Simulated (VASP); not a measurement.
Write the native input for VASP 6.6.1 that does the following.

- Task: single point
- Functional: PBE
- Potentials or basis: VASP PAW PBE potentials, release 64 (Ba_sv, Ti_sv, O)
- Cutoff: 520 eV
- k mesh: 8 × 8 × 8
- Occupations: gaussian, width 0.05 eV
- Spin: no spin polarisation
- Dipole correction: no
- Further INCAR settings: ALGO = Normal; EDIFF = 1e-06; NBANDS = 28

The structure of BaTiO3 lies in POSCAR:

```
BaTiO3
1.0
    4.0192318613      0.0000000000      0.0000000000
    0.0000000000      4.0192318613     -0.3014423896
    0.0000000000     -0.3014460990      4.0192813205
Ba Ti O
1 1 3
Direct
    0.0000000000      0.0000000000      0.0000000000
    0.5000000000      0.5000000000      0.5000000000
    0.5000000000      0.5000000000      0.0000000000
    0.5000000000      0.0000000000      0.5000000000
    0.0000000000      0.5000000000      0.5000000000
```

This cell differs from its parent crystal: strain -0.1500 x Voigt [0, 0, 0, 1, 0, 0].

The input as run:

INCAR

```
PREC = Accurate
ENCUT = 520
EDIFF = 1E-6
ISMEAR = 0
SIGMA = 0.05
LREAL = False
LASPH = True
NELM = 100
ALGO = Normal
ISIF = 2
LWAVE = False
LCHARG = False
GGA = PE
NBANDS = 28
```

KPOINTS

```
Automatic mesh
0
Gamma
  8 8 8
```

Potentials or basis: VASP PAW PBE potentials, release 64 (Ba_sv, Ti_sv, O).

Run with:

```sh
$ cat potpaw_PBE.64/Ba_sv/POTCAR potpaw_PBE.64/Ti_sv/POTCAR potpaw_PBE.64/O/POTCAR > POTCAR
$ mpirun -np 1 vasp_std > vasp.out
```

Results of the run:

The pressure is 4.0 GPa and the band gap on the k mesh is 0.94 eV, direct.

Caveat: the cell differs from its parent crystal (strain -0.1500 x Voigt [0, 0, 0, 1, 0, 0]); spin-orbit coupling is left out, which moves the levels of the heavy elements.

It took 6.2 min on 1 thread of Intel(R) Xeon(R) Platinum 8375C CPU @ 2.90GHz (Ice Lake) (shared host), peak memory 0.4 GiB.
